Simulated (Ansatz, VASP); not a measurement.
Ti3Al in VASP and in Ansatz

```
Ti Al
1.0
     2.93001    0.00000    0.00000
    -1.46501    2.53746    0.00000
     0.00000    0.00000    9.23206
Ti Al
3 1
Direct
  0.66667 0.33333 0.00000
  0.33333 0.66667 0.75046
  0.33333 0.66667 0.24954
  0.66667 0.33333 0.50000
```

Alike in both runs: functional PBE; k mesh 18 × 18 × 6; occupations gaussian, width 0.1 eV; no spin polarisation.

Ansatz relaxed the structure, and its values are those at the end. VASP's run is a single point on that final structure, the one shown.

|  | VASP | Ansatz |
| --- | --- | --- |
| version | VASP 6.6.1 | Ansatz 0.2.0 |
| potentials or method | VASP PAW PBE potentials, release 64 (Ti_sv, Al), cutoff 520 eV | scalar-relativistic, plane waves, PAW |
| valence electrons in the cell | 39 | 39 |

```csv
,VASP,Ansatz,Ansatz less VASP
gap on the k mesh at the Fermi level (eV),none,none,-
pressure (GPa),-0.2,0.0,+0.18
```

A gap of «none» marks a metal or a gap that the smearing closes. With one functional, cell and mesh, what is left measures potentials, basis and numerics.
